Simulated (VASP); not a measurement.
# Cd2S (P3m1) in VASP: settings compared, part 2 of 2

VASP 6.6.1. Earlier steps stand in the parts before.

## 4. Single point, LDA

This run uses another cell than the first one, of 27.39 Å³/atom.

Input file INCAR:

```
PREC = Accurate
ENCUT = 500
EDIFF = 1E-6
ISMEAR = -1
SIGMA = 0.05
LREAL = F
LASPH = T
NELM = 120
ALGO = Normal
ISIF = 2
LWAVE = F
LCHARG = T
GGA = CA
LELF = T
LVHAR = T
NBANDS = 22
GGA_COMPAT = F
```

Input file KPOINTS:

```
Automatic mesh
0
Gamma
  8 8 5
```

Input file POSCAR:

```
Cd2S
1.0
    4.0148164244      0.0000000000      0.0000000000
   -2.0074082122      3.4769330151      0.0000000000
    0.0000000000      0.0000000000      5.8856375034
Cd S
2 1
Direct
    0.3333333333      0.6666666667      0.9327170000
    0.6666666667      0.3333333333      0.5787350000
    0.3333333333      0.6666666667      0.3657050000
```

Potentials or basis: VASP PAW LDA potentials, release 64 (Cd, S).

Run with:

```sh
> cat potpaw_LDA.64/Cd/POTCAR potpaw_LDA.64/S/POTCAR > POTCAR
> mpirun -np 1 vasp_std > vasp.out
```

OUTCAR:

```text
PREC = Accurate
   ENCUT = 500
   EDIFF = 1E-6
   ISMEAR = -1
   LREAL = F
   LASPH = T
   NELM = 120
   ISIF = 2
   GGA = CA

 ion  position               nearest neighbor table
   1  0.333  0.667  0.933-   3 2.55   2 3.12   2 3.12   2 3.12
   2  0.667  0.333  0.579-   3 2.64   3 2.64   3 2.64   1 3.12   1 3.12   1 3.12
   3  0.333  0.667  0.366-   1 2.55   2 2.64   2 2.64   2 2.64

  LATTYP: Found a hexagonal cell.
 ALAT       =     4.0148164244
 C/A-ratio  =     1.4659792332

  Lattice vectors:

 A1 = (   4.0148164244,   0.0000000000,   0.0000000000)
 A2 = (  -2.0074082122,   3.4769330151,   0.0000000000)
 A3 = (   0.0000000000,   0.0000000000,   5.8856375034)

Analysis of symmetry for initial positions (statically):
=====================================================================
 Subroutine PRICEL returns:
 Original cell was already a primitive cell.

 Routine SETGRP: Setting up the symmetry group for a
 hexagonal supercell.

 Subroutine GETGRP returns: Found  6 space group operations
 (whereof  6 operations were pure point group operations)
 out of a pool of 24 trial point group operations.

The static configuration has the point symmetry C_3v.

Analysis of symmetry for dynamics (positions and initial velocities):
=====================================================================
 Subroutine PRICEL returns:
 Original cell was already a primitive cell.

 Routine SETGRP: Setting up the symmetry group for a
 hexagonal supercell.

 Subroutine GETGRP returns: Found  6 space group operations
 (whereof  6 operations were pure point group operations)
 out of a pool of 24 trial point group operations.

The dynamic configuration has the point symmetry C_3v.

 Subroutine INISYM returns: Found  6 space group operations
 (whereof  6 operations are pure point group operations),
 and found     1 'primitive' translations

----------------------------------------------------------------------------------------

                                     Primitive cell

  volume of cell :      82.1591

  direct lattice vectors                    reciprocal lattice vectors
     4.014816424  0.000000000  0.000000000     0.249077391  0.143804899  0.000000000
    -2.007408212  3.476933015  0.000000000     0.000000000  0.287609797  0.000000000
     0.000000000  0.000000000  5.885637503     0.000000000  0.000000000  0.169905129

  length of vectors
     4.014816424  4.014816424  5.885637503     0.287609797  0.287609797  0.169905129

  position of ions in fractional coordinates (direct lattice)
     0.333333333  0.666666667  0.932717000
     0.666666667  0.333333333  0.578735000
     0.333333333  0.666666667  0.365705000

  ion indices of the primitive-cell ions
   primitive index   ion index
                 1           1
                 2           2
                 3           3

----------------------------------------------------------------------------------------

 KPOINTS: Automatic mesh

Automatic generation of k-mesh.
 Grid dimensions read from file:
 generate k-points for:    8    8    5

 Generating k-lattice:

  Cartesian coordinates                     Fractional coordinates (reciprocal lattice)
     0.031134674  0.017975612  0.000000000     0.125000000  0.000000000  0.000000000
     0.000000000  0.035951225  0.000000000     0.000000000  0.125000000  0.000000000
     0.000000000  0.000000000  0.033981026     0.000000000  0.000000000  0.200000000

  Length of vectors
     0.035951225  0.035951225  0.033981026

  Shift w.r.t. Gamma in fractional coordinates (k-lattice)
     0.000000000  0.000000000  0.000000000

 Subroutine IBZKPT returns following result:
 ===========================================

 Found     40 irreducible k-points:

 Following reciprocal coordinates:
            Coordinates               Weight
  0.000000  0.000000  0.000000      1.000000
  0.125000  0.000000  0.000000      6.000000
  0.250000  0.000000  0.000000      6.000000
  0.375000 -0.000000  0.000000      6.000000
  0.500000  0.000000  0.000000      3.000000
  0.125000  0.125000  0.000000      6.000000
[... 16 lines left out ...]
 -0.125000  0.500000  0.200000     12.000000
  0.250000  0.250000  0.200000     12.000000
 [... further k-points ...]
   k-points           NKPTS =     40   k-points in BZ     NKDIM =     40   number of bands    NBANDS=     22
   number of dos      NEDOS =    301   number of ions     NIONS =      3
   total plane-waves  NPLWV =  43200
   dimension x,y,z NGX =    30 NGY =   30 NGZ =   48
   dimension x,y,z NGXF=    60 NGYF=   60 NGZF=   96
   ions per type =               2   1
   NGX,Y,Z   is equivalent  to a cutoff of  12.42, 12.42, 13.56 a.u.
   NGXF,Y,Z  is equivalent  to a cutoff of  24.84, 24.84, 27.12 a.u.
 SYSTEM =  unknown system
   PREC   = accura    normal or accurate (medium, high low for compatibility)
   ISTART =      0    job   : 0-new  1-cont  2-samecut
   ICHARG =      2    charge: 1-file 2-atom 10-const
   ISPIN  =      1    spin polarized calculation?
   LNONCOLLINEAR =      F non collinear calculations
   LSORBIT =      F    spin-orbit coupling
   LASPH  =      T    aspherical Exc in radial PAW
   ENCUT  =  500.0 eV  36.75 Ry    6.06 a.u.   7.32  7.32 10.73*2*pi/ulx,y,z
   NELM   =    120;   NELMIN=  2; NELMDL= -5     # of ELM steps
   EDIFF  = 0.1E-05   stopping-criterion for ELM
   LREAL  =      F    real-space projection
   EDIFFG = 0.1E-04   stopping-criterion for IOM
   NSW    =      0    number of steps for IOM
   IBRION =     -1    ionic relax: 0-MD 1-quasi-New 2-CG
   NFREE  =      0    steps in history (QN), initial steepest desc. (CG)
   ISIF   =      2    stress and relaxation
   ISYM   =      2    0-nonsym 1-usesym 2-fastsym
   POTIM  = 0.5000    time-step for ionic-motion
   TEBEG  =    0.0;   TEEND  =   0.0 temperature during run
   PSTRESS=    0.0 pullay stress
   NELECT =      30.0000    total number of electrons
   NUPDOWN=      -1.0000    fix difference up-down
   EMIN   =  10.00;   EMAX   =-10.00  energy-range for DOS
   EFERMI =   0.00;   METHOD = LEGACY
   ISMEAR =    -1;   SIGMA  =   0.05  broadening in eV -4-tet -1-fermi 0-gaus
   EFERMI_NEDOS =   21; number of points for ismear=-14 and -15
   IALGO  =     38    algorithm
   IMIX   =      4    mixing-type and parameters
     AMIX     =   0.40;   BMIX     =  1.00
     AMIX_MAG =   1.60;   BMIX_MAG =  1.00
  volume/ion in A,a.u.               =      27.39       184.81
  Fermi-wavevector in a.u.,A,eV,Ry     =   1.170119  2.211204 18.628808  1.369179
  Thomas-Fermi vector in A             =   2.306582
   LORBIT       =      0    0 simple, 1 ext, 2 COOP (PROOUT), +10 PAW based schemes
   GGA     = CA    functional components
   LHFCALC =     F    Hartree Fock is set to
   AEXX    =    0.0000 exact exchange contribution
   IVDW    =     0    specifies the selected vdW correction
   LEPSILON=     F    determine dielectric tensor
   LRPA    =     F    only Hartree local field effects (RPA)
 non-spin polarized calculation
  energy-cutoff  :      500.00
  volume of cell :       82.16
 maximum number of plane-waves:      2110
 NGX is ok and might be reduce to    30
   NGX = 15   NGY = 15   NGZ = 21

 number of electron      30.0000001 magnetization

 Free energy of the ion-electron system (eV)
  ---------------------------------------------------
  ext. energy  EPLUGINS =         0.00000000
  ---------------------------------------------------
  free energy    TOTEN  =        -7.97177818 eV

  energy without entropy =       -7.97045724  energy(sigma->0) =       -7.97111771

 E-fermi :   0.9220     XC(G=0):  -9.4924

 val. band max:        0.7650214547   @ k =   0.3750   0.2500   0.2000
 cond. band min:       1.0386362533   @ k =   0.5000   0.0000   0.2000
 fundamental gap:      0.2736147986
 Fermi energy:         0.9220308883

 k-point     1 :       0.0000    0.0000    0.0000
  band No.  band energies     occupation
      1     -11.5192      2.00000
      2      -7.4029      2.00000
      3      -7.4029      2.00000
      4      -7.3126      2.00000
      5      -7.3126      2.00000
      6      -7.2332      2.00000
[... 14 lines left out ...]
     21       8.8445      0.00000
     22      10.6289      0.00000
[... 552 lines left out ...]
  band No.  band energies     occupation
      1     -11.1512      2.00000
      2      -7.4526      2.00000
      3      -7.3879      2.00000
      4      -7.2719      2.00000
      5      -7.2462      2.00000
      6      -7.1381      2.00000
[... 14 lines left out ...]
     21       8.2097      0.00000
     22       9.1367      0.00000

 [... further k-points ...]

------------------------ aborting loop because EDIFF is reached ----------------------------------------

  FORCE on cell =-STRESS in cart. coord.  units (eV):
  Direction    XX          YY          ZZ          XY          YZ          ZX
  --------------------------------------------------------------------------------------
  -------------------------------------------------------------------------------------
  Total       -2.6103896     -2.6103896     -3.6999728      0.0000000      0.0000000      0.0000000
  in kB      -50.9049944    -50.9049944    -72.1528661      0.0000000      0.0000000      0.0000000
  external PRESSURE =     -57.9876183 kB  Pullay stress =       0.0000000 kB

 VOLUME and BASIS-vectors are now :
 -----------------------------------------------------------------------------
  energy-cutoff  :      500.00
  volume of cell :       82.16
      direct lattice vectors                 reciprocal lattice vectors
     4.014816424  0.000000000  0.000000000     0.249077391  0.143804899  0.000000000
    -2.007408212  3.476933015  0.000000000     0.000000000  0.287609797  0.000000000
     0.000000000  0.000000000  5.885637503     0.000000000  0.000000000  0.169905129

 POSITION                                       TOTAL-FORCE (eV/Angst)
 -----------------------------------------------------------------------------------
     -0.00000      2.31796      5.48963         0.000000     -0.000000      0.066305
      2.00741      1.15898      3.40622         0.000000     -0.000000     -0.283956
     -0.00000      2.31796      2.15241        -0.000000      0.000000      0.217652
 -----------------------------------------------------------------------------------
    total drift:                                0.000000     -0.000000      0.000790

  FREE ENERGIE OF THE ION-ELECTRON SYSTEM (eV)
  ---------------------------------------------------
  free  energy   TOTEN  =        -7.9717781822 eV

  energy  without entropy=       -7.9704572383  energy(sigma->0) =       -7.97111771
```

It took 48 s on 1 thread of Intel Xeon Platinum 8375C at 2.90GHz (Ice Lake), shared host; peak memory 0.2 GiB.

Results:

- Free energy: -7.9718 eV
- Pressure: -5.8 GPa
- Largest force: 0.284 eV/Å
- Band gap on the k mesh: 0.27 eV (least direct gap 0.57 eV)

Forces on the atoms (eV/Å):
```
Cd   0.000  0.000  0.066
Cd   0.000  0.000 -0.284
S    0.000  0.000  0.218
```

Levels at points of the mesh, in eV from the valence-band top:
| k point | band 13 | band 14 | band 15 | band 16 | band 17 | band 18 |
| --- | --- | --- | --- | --- | --- | --- |
| (0.00, 0.00, 0.00) | -3.50 | -0.56 | -0.56 | 3.03 | 4.92 | 6.73 |
| (0.50, 0.00, 0.00) | -2.76 | -1.39 | -1.24 | 0.67 | 3.09 | 4.70 |

Caveat: the cell stands under tension; an odd mesh through Γ misses points on the zone boundary, where band edges can lie.

## 5. Single point, LDA

This run uses another cell than the first one, of 27.91 Å³/atom.

Input file INCAR:

```
ALGO = Normal
EDIFF = 1E-6
ENCUT = 500
GGA = CA
GGA_COMPAT = False
ISIF = 2
ISMEAR = -1
LASPH = True
LCHARG = False
LREAL = False
LWAVE = False
NBANDS = 22
NELM = 120
PREC = Accurate
SIGMA = 0.05
```

Input file KPOINTS:

```
k-points
0
Gamma
  8 8 5
```

Input file POSCAR:

```
Cd2S
1.0
    4.0403891930      0.0000000000      0.0000000000
   -2.0201945965      3.4990796824      0.0000000000
    0.0000000000      0.0000000000      5.9231266511
Cd S
2 1
Direct
    0.3333333333      0.6666666667      0.9327170000
    0.6666666667      0.3333333333      0.5787350000
    0.3333333333      0.6666666667      0.3657050000
```

Run with:

```sh
> cat potpaw_LDA.64/Cd/POTCAR potpaw_LDA.64/S/POTCAR > POTCAR
> mpirun -np 1 vasp_std > vasp.out
```

It took 47 s on 1 thread of Intel Xeon Platinum 8375C at 2.90GHz (Ice Lake), shared host; peak memory 0.2 GiB.

It converged, with:

```yaml
Free_energy: -7.9124 eV
Pressure: -6.3 GPa
Largest_force: 0.346 eV/Å
Band_gap_on_the_k_mesh: 0.29 eV (least direct gap 0.57 eV)
```

Forces on the atoms (eV/Å):
```
Cd   0.000  0.000  0.101
Cd   0.000  0.000 -0.346
S    0.000  0.000  0.245
```

Stress tensor (GPa, compression positive):
```
-5.49  0.00  0.00
 0.00 -5.49  0.00
 0.00  0.00 -7.90
```

Levels at points of the mesh, in eV from the valence-band top:
```csv
k point,band 12,band 13,band 14,band 15,band 16,band 17,band 18,band 19
"(0.00, 0.00, 0.00)",-4.22,-3.43,-0.54,-0.54,2.99,4.87,6.70,6.70
"(0.50, 0.00, 0.00)",-4.11,-2.69,-1.34,-1.24,0.69,3.08,4.71,5.65
```

Caveat: the cell stands under tension; an odd mesh through Γ misses points on the zone boundary, where band edges can lie.

## 6. Single point, PBEsol (25.28 Å³/atom)

This run uses another cell than the first one, of 25.28 Å³/atom.

Input file INCAR:

```
PREC = Accurate
ENCUT = 520
EDIFF = 1E-7
ISMEAR = -1
SIGMA = 0.05
LREAL = F
LASPH = T
NELM = 80
ALGO = Normal
ISIF = 2
LWAVE = F
LCHARG = F
GGA = PS
NBANDS = 22
```

Input file KPOINTS:

```
regular mesh
0
Gamma
  8 8 5
```

Input file POSCAR:

```
Cd2S
1.0
    3.9091138886      0.0000000000      0.0000000000
   -1.9545569443      3.3853919338      0.0000000000
    0.0000000000      0.0000000000      5.7306797810
Cd S
2 1
Direct
    0.3333333333      0.6666666667      0.9327170000
    0.6666666667      0.3333333333      0.5787350000
    0.3333333333      0.6666666667      0.3657050000
```

Potentials or basis: VASP PAW PBE potentials, release 64 (Cd, S).

Run with:

```sh
> cat potpaw_PBE.64/Cd/POTCAR potpaw_PBE.64/S/POTCAR > POTCAR
> mpirun -np 1 vasp_std > vasp.out
```

Run time: 1.9 min. Hardware: 1 thread of Intel Xeon 8259CL, shared host; peak memory 0.22 GiB.

The run converged. Its results:

| Item | Value |
| --- | --- |
| Free energy | -7.3010 eV |
| Pressure | -1.0 GPa |
| Largest force | 0.082 eV/Å |
| Band gap on the k mesh | 0.20 eV (least direct gap 0.58 eV) |

Forces in eV/Å, atoms in the order of the input:
```
Cd   0.000  0.000 -0.082
Cd   0.000  0.000  0.039
S    0.000  0.000  0.043
```

Stress tensor (GPa, compression positive):
```
-1.08  0.00  0.00
 0.00 -1.08  0.00
 0.00  0.00 -0.86
```

Levels at points of the mesh, in eV from the valence-band top:
```tsv
k point	band 11	band 12	band 13	band 14	band 15	band 16	band 17	band 18	band 19	band 20
(0.00, 0.00, 0.00)	-7.60	-4.58	-3.79	-0.67	-0.67	3.27	5.16	6.88	6.88	8.53
(0.50, 0.00, 0.00)	-7.42	-4.64	-3.09	-1.62	-1.21	0.57	3.19	4.70	5.98	7.58
```

Caveat: the PAW data sets were made with another functional, which shifts forces and pressure a little; an odd mesh through Γ misses points on the zone boundary, where band edges can lie.

## 7. The runs side by side

| level | potentials or basis | cell | cutoff (eV) | gap on the mesh (eV) | pressure (GPa) | largest force (eV/Å) |
| --- | --- | --- | --- | --- | --- | --- |
| LDA | VASP PAW LDA potentials, release 64 (Cd, S) | a = 3.989, b = 3.989, c = 5.848 Å, angles 90.0, 90.0, 120.0°, 3 atoms | 520 | 0.25 | -5.2 | 0.22 |
| LDA | VASP PAW LDA potentials, release 64 (Cd, S) | a = 3.963, b = 3.963, c = 5.809 Å, angles 90.0, 90.0, 120.0°, 3 atoms | 500 | 0.24 | -4.6 | 0.16 |
| LDA | VASP PAW LDA potentials, release 64 (Cd, S) | a = 4.015, b = 4.015, c = 5.886 Å, angles 90.0, 90.0, 120.0°, 3 atoms | 500 | 0.27 | -5.8 | 0.28 |
| LDA | VASP PAW LDA potentials, release 64 (Cd, S) | a = 4.040, b = 4.040, c = 5.923 Å, angles 90.0, 90.0, 120.0°, 3 atoms | 500 | 0.29 | -6.3 | 0.35 |
| PBEsol | VASP PAW PBE potentials, release 64 (Cd, S) | a = 3.909, b = 3.909, c = 5.731 Å, angles 90.0, 90.0, 120.0°, 3 atoms | 520 | 0.20 | -1.0 | 0.08 |

Alike in all rows: task single point; no spin polarisation; k mesh 8 × 8 × 5; smearing fermi-dirac 0.05 eV.

Caveats: an odd mesh through Γ misses points on the zone boundary, where band edges can lie; the cell stands under tension (at least some runs); the PAW data sets were made with another functional, which shifts forces and pressure a little (at least some runs).

Total energies depend on the potentials used, so only differences within one code and one set of settings carry meaning.
